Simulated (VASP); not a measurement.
Crystal: Ti.

```xyz
2
Lattice="0.0000 2.8780 2.8780 2.8780 0.0000 2.8780 2.8780 2.8780 0.0000" Properties=species:S:1:pos:R:3 pbc="T T T"
Ti    0.7195    0.7195    0.7195
Ti    5.0365    5.0365    5.0365
```

| Item | Value |
| --- | --- |
| Program | VASP 6.6.1 |
| Task | relaxation of cell and atoms |
| Functional | RPBE |
| Potentials or basis | VASP PAW PBE potentials, release 64 (Ti_sv) |
| Cutoff | 600 eV |
| k mesh | 10 × 10 × 10 |
| Occupations | fermi-dirac, width 0.1 eV |
| Spin | no spin polarisation |

At the start: pressure 1.0 GPa; volume 23.84 Å³/atom.

Task: How do energy, volume and symmetry change on relaxing?

Result: Over 3 steps the energy falls by 2.9 meV/atom and the volume is 24.73 Å³/atom (+3.8 %); space group Fd-3m (No. 227, to 0.05 Å).

The path:
| step | energy change (eV) | largest force (eV/Å) | pressure (GPa) | volume (Å³) |
| --- | --- | --- | --- | --- |
| 1 | 0.0000 | 0.0000 | 1.05 | 47.68 |
| 2 | -0.0048 | 0.0000 | 0.39 | 48.76 |
| 3 | -0.0057 | 0.0000 | 0.02 | 49.47 |

Final structure:
```
Ti
1.0
     0.00000    2.91362    2.91362
     2.91362    0.00000    2.91362
     2.91362    2.91362    0.00000
Ti
2
Cartesian
  0.7284 0.7284 0.7284
  5.0988 5.0988 5.0988
```

Caveat: the PAW data sets were made with another functional, which shifts forces and pressure a little.
